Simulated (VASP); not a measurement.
## CaSe: single point with PBE

The system is CaSe.

```
CELL_PARAMETERS angstrom
0.00000 2.93116 2.93116
2.93116 0.00000 2.93116
2.93116 2.93116 0.00000
ATOMIC_POSITIONS crystal
Ca 0.00000 0.00000 0.00000
Se 0.50000 0.50000 0.50000
```

This cell differs from its parent crystal: volume scaled by 0.975.

| Item | Value |
| --- | --- |
| Program | VASP 6.6.1 |
| Task | single point |
| Functional | PBE |
| Potentials or basis | VASP PAW PBE potentials, release 64 (Ca_sv, Se) |
| Cutoff | 520 eV |
| k mesh | 7 × 7 × 7 |
| Occupations | fermi-dirac, width 0.02 eV |
| Spin | no spin polarisation |
| Dipole correction | no |
| Further INCAR settings | ALGO = Normal; EDIFF = 1e-07; NBANDS = 15 |

| Property | Result |
| --- | --- |
| Pressure | 2.8 GPa |
| Band gap on the k mesh | 2.02 eV, indirect (least direct gap 2.95 eV) |

Levels at points of the mesh, in eV from the valence-band top:
```csv
k point,band 5,band 6,band 7,band 8,band 9,band 10,band 11,band 12
"(0.00, 0.00, 0.00)",-11.89,0.00,0.00,0.00,3.49,3.69,3.69,3.69
```

It took 33 s on 1 thread of AMD EPYC 7R13, on a shared host, peak memory 0.15 GiB.

 A k mesh can miss the band edges.
